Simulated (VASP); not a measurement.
A run of VASP 6.6.1:

The input INCAR:

```
SYSTEM = Au
PREC = Accurate
ENCUT = 500
EDIFF = 1E-6
ISMEAR = 0
SIGMA = 0.1
LREAL = .FALSE.
LASPH = .TRUE.
NELM = 120
ALGO = Normal
ISIF = 2
LWAVE = .FALSE.
LCHARG = .FALSE.
GGA = PS
NBANDS = 30
GGA_COMPAT = .FALSE.
```

The input KPOINTS:

```
regular mesh
0
G
  6 6 4
  0 0 0
```

Contents of POSCAR:

```
Au
1.0
    2.7759793715      0.0000000000      0.0000000000
   -1.3879896858      2.4040686561      0.0000000000
    0.0000000000      0.0000000000     10.6248534485
Au
4
Direct
    0.3333333333      0.6666666667      0.3803937608
    0.6666666667      0.3333333333      0.8803937608
    0.6666666667      0.3333333333      0.6196062392
    0.3333333333      0.6666666667      0.1196062392
```

Potentials or basis: VASP PAW PBE potentials, release 64 (Au).

Launch:

```bash
$ cat potpaw_PBE.64/Au/POTCAR > POTCAR
$ mpirun -np 1 vasp_std > vasp.out
```

Hardware: 1 thread of Intel(R) Xeon(R) 6975P-C (Granite Rapids), with other jobs on the host.

Question: Estimate the wall time of this run.

Answer: Run time: 42 s on 1 thread of Intel(R) Xeon(R) 6975P-C (Granite Rapids) (shared host), peak memory 0.18 GiB. Counts: scf iterations 12, k points 21.
